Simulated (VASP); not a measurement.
# Sc3TeBr (Pm-3m) in VASP: a series of runs

The runs below take Sc3TeBr through single point, relaxation of cell and atoms, with PBE.

All numbers are computed with VASP 6.6.1; they aren't measurements. Logs are shortened: lines on timing, memory, paths and dates and some standing lists are left out, and cuts for length are marked.

## 1. The cell of the first run

It takes space group Pm-3m (No. 221, cubic). Conventional cell: a = 5.002 Å, b = 5.002 Å, c = 5.002 Å, α = 90.00°, β = 90.00°, γ = 90.00°. Within 3.3 Å of Sc (site symmetry 4/mmm) lie 2 Br at 2.50 Å. Within 4.6 Å of Te (site symmetry m-3m) lie 12 Sc at 3.54 Å and 8 Br at 4.33 Å. Within 3.3 Å of Br (site symmetry m-3m) lie 6 Sc at 2.50 Å.

## 2. Single point, PBE

Input file INCAR:

```
  PREC = Accurate
  ENCUT = 520
  EDIFF = 1E-6
  ISMEAR = 0
  SIGMA = 0.1
  LREAL = False
  LASPH = True
  NELM = 100
  ALGO = Normal
  ISIF = 2
  LWAVE = False
  LCHARG = False
  GGA = PE
  NBANDS = 31
```

Input file KPOINTS:

```
Automatic mesh
0
Gamma
  8 8 8
```

Input file POSCAR:

```
Sc3TeBr
1.0
    5.0017648627      0.0000000000      0.0000000000
    0.0000000000      5.0017648627      0.0000000000
    0.0000000000      0.0000000000      5.0017648627
Sc Te Br
3 1 1
Direct
    0.0000000000      0.5000000000      0.5000000000
    0.5000000000      0.0000000000      0.5000000000
    0.5000000000      0.5000000000      0.0000000000
    0.0000000000      0.0000000000      0.0000000000
    0.5000000000      0.5000000000      0.5000000000
```

Potentials or basis: VASP PAW PBE potentials, release 64 (Sc_sv, Te, Br).

On the command line:

```console
> cat potpaw_PBE.64/Sc_sv/POTCAR potpaw_PBE.64/Te/POTCAR potpaw_PBE.64/Br/POTCAR > POTCAR
> mpirun -np 1 vasp_std > vasp.out
```

OUTCAR:

```text
PREC = Accurate
   ENCUT = 520
   EDIFF = 1E-6
   ISMEAR = 0
   LREAL = False
   LASPH = True
   NELM = 100
   ISIF = 2
   GGA = PE

 ion  position               nearest neighbor table
   1  0.000  0.500  0.500-   5 2.50   5 2.50   4 3.54   4 3.54   4 3.54   4 3.54
   2  0.500  0.000  0.500-   5 2.50   5 2.50   4 3.54   4 3.54   4 3.54   4 3.54
   3  0.500  0.500  0.000-   5 2.50   5 2.50   4 3.54   4 3.54   4 3.54   4 3.54
   4  0.000  0.000  0.000-   1 3.54   2 3.54   3 3.54   1 3.54   2 3.54   1 3.54   3 3.54   1 3.54
                             2 3.54   3 3.54   2 3.54   3 3.54
   5  0.500  0.500  0.500-   1 2.50   2 2.50   3 2.50   3 2.50   2 2.50   1 2.50

  LATTYP: Found a simple cubic cell.
 ALAT       =     5.0017648627

  Lattice vectors:

 A1 = (   5.0017648627,   0.0000000000,   0.0000000000)
 A2 = (   0.0000000000,   5.0017648627,   0.0000000000)
 A3 = (   0.0000000000,   0.0000000000,   5.0017648627)

Analysis of symmetry for initial positions (statically):
=====================================================================
 Subroutine PRICEL returns:
 Original cell was already a primitive cell.

 Routine SETGRP: Setting up the symmetry group for a
 simple cubic supercell.

 Subroutine GETGRP returns: Found 48 space group operations
[... 9 lines left out ...]

 Routine SETGRP: Setting up the symmetry group for a
 simple cubic supercell.

 Subroutine GETGRP returns: Found 48 space group operations
[... 11 lines left out ...]
                                     Primitive cell

  volume of cell :     125.1324

  direct lattice vectors                    reciprocal lattice vectors
     5.001764863  0.000000000  0.000000000     0.199929430  0.000000000  0.000000000
     0.000000000  5.001764863  0.000000000     0.000000000  0.199929430  0.000000000
     0.000000000  0.000000000  5.001764863     0.000000000  0.000000000  0.199929430

  length of vectors
     5.001764863  5.001764863  5.001764863     0.199929430  0.199929430  0.199929430

  position of ions in fractional coordinates (direct lattice)
     0.000000000  0.500000000  0.500000000
     0.500000000  0.000000000  0.500000000
     0.500000000  0.500000000  0.000000000
     0.000000000  0.000000000  0.000000000
     0.500000000  0.500000000  0.500000000

  ion indices of the primitive-cell ions
   primitive index   ion index
                 1           1
                 2           2
                 3           3
                 4           4
                 5           5

----------------------------------------------------------------------------------------

 KPOINTS: Automatic mesh

Automatic generation of k-mesh.
 Grid dimensions read from file:
 generate k-points for:    8    8    8

 Generating k-lattice:

  Cartesian coordinates                     Fractional coordinates (reciprocal lattice)
     0.024991179  0.000000000  0.000000000     0.125000000  0.000000000  0.000000000
     0.000000000  0.024991179  0.000000000     0.000000000  0.125000000  0.000000000
     0.000000000  0.000000000  0.024991179     0.000000000  0.000000000  0.125000000

  Length of vectors
     0.024991179  0.024991179  0.024991179

  Shift w.r.t. Gamma in fractional coordinates (k-lattice)
     0.000000000  0.000000000  0.000000000

 Subroutine IBZKPT returns following result:
 ===========================================

 Found     35 irreducible k-points:

 Following reciprocal coordinates:
            Coordinates               Weight
  0.000000  0.000000  0.000000      1.000000
  0.125000  0.000000  0.000000      6.000000
  0.250000  0.000000  0.000000      6.000000
  0.375000  0.000000  0.000000      6.000000
  0.500000  0.000000  0.000000      3.000000
  0.125000  0.125000  0.000000     12.000000
[... 16 lines left out ...]
  0.375000  0.375000  0.125000     24.000000
  0.500000  0.375000  0.125000     24.000000
 [... further k-points ...]
   k-points           NKPTS =     35   k-points in BZ     NKDIM =     35   number of bands    NBANDS=     31
   number of dos      NEDOS =    301   number of ions     NIONS =      5
   total plane-waves  NPLWV =  64000
   dimension x,y,z NGX =    40 NGY =   40 NGZ =   40
   dimension x,y,z NGXF=    80 NGYF=   80 NGZF=   80
   ions per type =               3   1   1
   NGX,Y,Z   is equivalent  to a cutoff of  13.29, 13.29, 13.29 a.u.
   NGXF,Y,Z  is equivalent  to a cutoff of  26.59, 26.59, 26.59 a.u.
 SYSTEM =  unknown system
   PREC   = accura    normal or accurate (medium, high low for compatibility)
   ISTART =      0    job   : 0-new  1-cont  2-samecut
   ICHARG =      2    charge: 1-file 2-atom 10-const
   ISPIN  =      1    spin polarized calculation?
   LNONCOLLINEAR =      F non collinear calculations
   LSORBIT =      F    spin-orbit coupling
   LASPH  =      T    aspherical Exc in radial PAW
   ENCUT  =  520.0 eV  38.22 Ry    6.18 a.u.   9.30  9.30  9.30*2*pi/ulx,y,z
   NELM   =    100;   NELMIN=  2; NELMDL= -5     # of ELM steps
   EDIFF  = 0.1E-05   stopping-criterion for ELM
   LREAL  =      F    real-space projection
   EDIFFG = 0.1E-04   stopping-criterion for IOM
   NSW    =      0    number of steps for IOM
   IBRION =     -1    ionic relax: 0-MD 1-quasi-New 2-CG
   NFREE  =      0    steps in history (QN), initial steepest desc. (CG)
   ISIF   =      2    stress and relaxation
   ISYM   =      2    0-nonsym 1-usesym 2-fastsym
   POTIM  = 0.5000    time-step for ionic-motion
   TEBEG  =    0.0;   TEEND  =   0.0 temperature during run
   PSTRESS=    0.0 pullay stress
   NELECT =      46.0000    total number of electrons
   NUPDOWN=      -1.0000    fix difference up-down
   EMIN   =  10.00;   EMAX   =-10.00  energy-range for DOS
   EFERMI =   0.00;   METHOD = LEGACY
   ISMEAR =     0;   SIGMA  =   0.10  broadening in eV -4-tet -1-fermi 0-gaus
   EFERMI_NEDOS =   21; number of points for ismear=-14 and -15
   IALGO  =     38    algorithm
   IMIX   =      4    mixing-type and parameters
     AMIX     =   0.40;   BMIX     =  1.00
     AMIX_MAG =   1.60;   BMIX_MAG =  1.00
  volume/ion in A,a.u.               =      25.03       168.89
  Fermi-wavevector in a.u.,A,eV,Ry     =   1.172747  2.216170 18.712562  1.375335
  Thomas-Fermi vector in A             =   2.309170
   LORBIT       =      0    0 simple, 1 ext, 2 COOP (PROOUT), +10 PAW based schemes
   GGA     = PE    functional components
   LHFCALC =     F    Hartree Fock is set to
   AEXX    =    0.0000 exact exchange contribution
   IVDW    =     0    specifies the selected vdW correction
   LEPSILON=     F    determine dielectric tensor
   LRPA    =     F    only Hartree local field effects (RPA)
 non-spin polarized calculation
 Gauss-broadening in eV      SIGMA  =   0.10
  energy-cutoff  :      520.00
  volume of cell :      125.13
 maximum number of plane-waves:      3407
 NGX is ok and might be reduce to    40
   NGX = 19   NGY = 19   NGZ = 19

 number of electron      46.0000005 magnetization

 Free energy of the ion-electron system (eV)
  ---------------------------------------------------
  ext. energy  EPLUGINS =         0.00000000
  ---------------------------------------------------
  free energy    TOTEN  =       -24.29693144 eV

  energy without entropy =      -24.26351770  energy(sigma->0) =      -24.28022457

 E-fermi :   5.7512     XC(G=0):  -9.7856

 val. band max:        5.7396941458   @ k =   0.5000   0.5000   0.2500
 cond. band min:       5.7649117629   @ k =   0.1250   0.1250   0.1250
 fundamental gap:      0.0252176170
 Fermi energy:         5.7511527005

 k-point     1 :       0.0000    0.0000    0.0000
  band No.  band energies     occupation
      1     -44.1666      2.00000
      2     -44.1393      2.00000
      3     -44.1393      2.00000
      4     -22.9504      2.00000
      5     -22.9504      2.00000
      6     -22.9504      2.00000
[... 23 lines left out ...]
     30       7.2058      0.00000
     31       7.2058      0.00000

 k-point     2 :       0.1250    0.0000    0.0000
  band No.  band energies     occupation
      1     -44.1656      2.00000
      2     -44.1402      2.00000
      3     -44.1393      2.00000
      4     -22.9482      2.00000
      5     -22.9473      2.00000
      6     -22.9473      2.00000
[... 23 lines left out ...]
     30       7.2811      0.00000
     31       7.2811      0.00000

 k-point     3 :       0.2500    0.0000    0.0000
  band No.  band energies     occupation
      1     -44.1631      2.00000
      2     -44.1427      2.00000
      3     -44.1393      2.00000
      4     -22.9419      2.00000
      5     -22.9391      2.00000
      6     -22.9391      2.00000
[... 23 lines left out ...]
     30       7.4880      0.00000
     31       7.5607      0.00000

 k-point     4 :       0.3750    0.0000    0.0000
  band No.  band energies     occupation
      1     -44.1596      2.00000
      2     -44.1462      2.00000
      3     -44.1393      2.00000
      4     -22.9324      2.00000
      5     -22.9297      2.00000
      6     -22.9297      2.00000
[... 23 lines left out ...]
     30       7.6408      0.00000
     31       7.6411      0.00000

 k-point     5 :       0.5000    0.0000    0.0000
  band No.  band energies     occupation
      1     -44.1575      2.00000
      2     -44.1483      2.00000
      3     -44.1393      2.00000
      4     -22.9267      2.00000
      5     -22.9252      2.00000
      6     -22.9252      2.00000
[... 23 lines left out ...]
     30       7.4926      0.00000
     31       7.4926      0.00000
[... 542 lines left out ...]
     30       7.6948      0.00000
     31       7.8004      0.00000

 k-point    22 :       0.5000    0.2500    0.1250
  band No.  band energies     occupation
      1     -44.1543      2.00000
      2     -44.1483      2.00000
      3     -44.1424      2.00000
      4     -23.0387      2.00000
      5     -22.8909      2.00000
      6     -22.8830      2.00000
[... 23 lines left out ...]
     30       7.5489      0.00000
     31       7.7236      0.00000

 k-point    23 :       0.3750    0.3750    0.1250
  band No.  band energies     occupation
      1     -44.1536      2.00000
      2     -44.1469      2.00000
      3     -44.1444      2.00000
      4     -23.0590      2.00000
      5     -22.8910      2.00000
      6     -22.8837      2.00000
[... 23 lines left out ...]
     30       7.5786      0.00000
     31       7.9484      0.00000

 k-point    24 :       0.5000    0.3750    0.1250
  band No.  band energies     occupation
      1     -44.1515      2.00000
      2     -44.1483      2.00000
      3     -44.1451      2.00000
      4     -23.0693      2.00000
      5     -22.8942      2.00000
      6     -22.8781      2.00000
[... 23 lines left out ...]
     30       7.6836      0.00000
     31       7.6854      0.00000

 [... further k-points ...]
[... 5 lines left out ...]
  --------------------------------------------------------------------------------------
  -------------------------------------------------------------------------------------
  Total        0.1345921      0.1345921      0.1345921     -0.0000000      0.0000000      0.0000000
  in kB        1.7232976      1.7232976      1.7232976     -0.0000000      0.0000000      0.0000000
  external PRESSURE =       1.7232976 kB  Pullay stress =       0.0000000 kB

 VOLUME and BASIS-vectors are now :
 -----------------------------------------------------------------------------
  energy-cutoff  :      520.00
  volume of cell :      125.13
      direct lattice vectors                 reciprocal lattice vectors
     5.001764863  0.000000000  0.000000000     0.199929430  0.000000000  0.000000000
     0.000000000  5.001764863  0.000000000     0.000000000  0.199929430  0.000000000
     0.000000000  0.000000000  5.001764863     0.000000000  0.000000000  0.199929430

 POSITION                                       TOTAL-FORCE (eV/Angst)
 -----------------------------------------------------------------------------------
      0.00000      2.50088      2.50088         0.000000      0.000000      0.000000
      2.50088      0.00000      2.50088         0.000000      0.000000      0.000000
      2.50088      2.50088      0.00000         0.000000      0.000000      0.000000
      0.00000      0.00000      0.00000         0.000000      0.000000      0.000000
      2.50088      2.50088      2.50088         0.000000      0.000000      0.000000
 -----------------------------------------------------------------------------------
    total drift:                               -0.000000     -0.000000     -0.000000

  FREE ENERGIE OF THE ION-ELECTRON SYSTEM (eV)
  ---------------------------------------------------
  free  energy   TOTEN  =       -24.2969314429 eV

  energy  without entropy=      -24.2635176982  energy(sigma->0) =      -24.28022457
```

Run time: 61 s. Hardware: 1 thread of Intel Xeon 6975P-C (Granite Rapids), shared host; peak memory 0.32 GiB.

Results:

```yaml
Free_energy: -24.2969 eV
Pressure: 0.2 GPa
Band_gap_on_the_k_mesh: zero (band 23 reaches 6.06 eV, above the bottom of band 24 at 4.55 eV)
```

Caveat: spin-orbit coupling is left out, which moves the levels of the heavy elements.

[end of part 1 of 3]
